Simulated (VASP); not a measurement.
Runs of VASP 6.6.1 on AlCo. The structure is that of space group Pm-3m (No. 221), or close to it. The cells are those of the table. 

```tsv
cell	further INCAR settings	gap on the mesh (eV)	pressure (GPa)
a = 2.937, b = 2.937, c = 2.852 Å, 2 atoms	ALGO = Fast; EDIFF = 1e-06; NBANDS = 13	none	-9.4
a = 2.895, b = 2.895, c = 2.852 Å, 2 atoms	ALGO = Fast; EDIFF = 1e-07; NBANDS = 13	none	(a)
a = 3.002, b = 3.002, c = 2.852 Å, 2 atoms	ALGO = Fast; EDIFF = 1e-07; NBANDS = 13	none	-14.5
a = 2.766, b = 2.766, c = 2.852 Å, 2 atoms	ALGO = Fast; EDIFF = 1e-07; NBANDS = 13	none	(c)
a = 2.724, b = 2.724, c = 2.852 Å, 2 atoms	ALGO = Fast; EDIFF = 1e-07; NBANDS = 13	none	(b)
a = 3.023, b = 3.023, c = 2.852 Å, 2 atoms	ALGO = Fast; EDIFF = 1e-06; NBANDS = 13	none	-16.1
a = 2.980, b = 2.980, c = 2.852 Å, 2 atoms	ALGO = Fast; EDIFF = 1e-07; NBANDS = 13	none	-12.8
a = 2.809, b = 2.809, c = 2.852 Å, 2 atoms	ALGO = Fast; EDIFF = 1e-06; NBANDS = 13	none	5.5
```

Alike in all rows: task single point; level PBE; potentials or basis VASP PAW PBE potentials, release 64 (Al, Co); no spin polarisation; k mesh 22 × 22 × 22; cutoff (eV) 520; smearing gaussian 0.15 eV.

Q: Fill in the values left out.

A: (a) -5.0; (b) 20.0; (c) 12.2.

Caveats: the run has no spin polarisation, though such a crystal can be magnetic; the cell stands under tension (at least some runs); the cell stands under pressure (at least some runs).

A gap of «none» marks levels without a gap at the run's occupations.
